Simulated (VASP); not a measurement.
Y:

```xyz
1
Lattice="3.3100 0.0000 0.0000 0.0000 3.3100 0.0000 0.0000 0.0000 3.3100" Properties=species:S:1:pos:R:3 pbc="T T T"
Y     0.0000    0.0000    0.0000
```

| Quantity | Value |
| --- | --- |
| Program | VASP 6.6.1 |
| Task | relaxation of cell and atoms |
| Functional | LDA |
| Potentials or basis | VASP PAW LDA potentials, release 64 (Y_sv) |
| Cutoff | 600 eV |
| k mesh | 6 × 6 × 6 |
| Occupations | methfessel-paxton, width 0.1 eV |
| Spin | no spin polarisation |

At the start: pressure -4.3 GPa; volume 36.26 Å³/atom.

**Question.** Where does the relaxation end?

**Answer.** Over 3 steps the energy falls by 87.5 meV/atom and the volume is 30.80 Å³/atom (-15.1 %); space group Pm-3m (No. 221, to 0.05 Å).

The path:
| step | energy change (eV) | largest force (eV/Å) | pressure (GPa) | volume (Å³) |
| --- | --- | --- | --- | --- |
| 1 | 0.0000 | 0.0000 | -4.31 | 36.26 |
| 2 | -0.0860 | 0.0000 | -0.74 | 31.38 |
| 3 | -0.0875 | 0.0000 | -0.06 | 30.80 |

Final structure:
```cif
data_structure
_symmetry_space_group_name_H-M 'P 1'
_symmetry_Int_Tables_number 1
_cell_length_a 3.1346
_cell_length_b 3.1346
_cell_length_c 3.1346
_cell_angle_alpha 90.000
_cell_angle_beta 90.000
_cell_angle_gamma 90.000
_cell_volume 30.80
loop_
_atom_site_label
_atom_site_type_symbol
_atom_site_fract_x
_atom_site_fract_y
_atom_site_fract_z
_atom_site_occupancy
Y1 Y 0.00000 0.00000 0.00000 1
```

Caveat: the volume moved by over 15 % at a fixed basis, so the end points are rough.
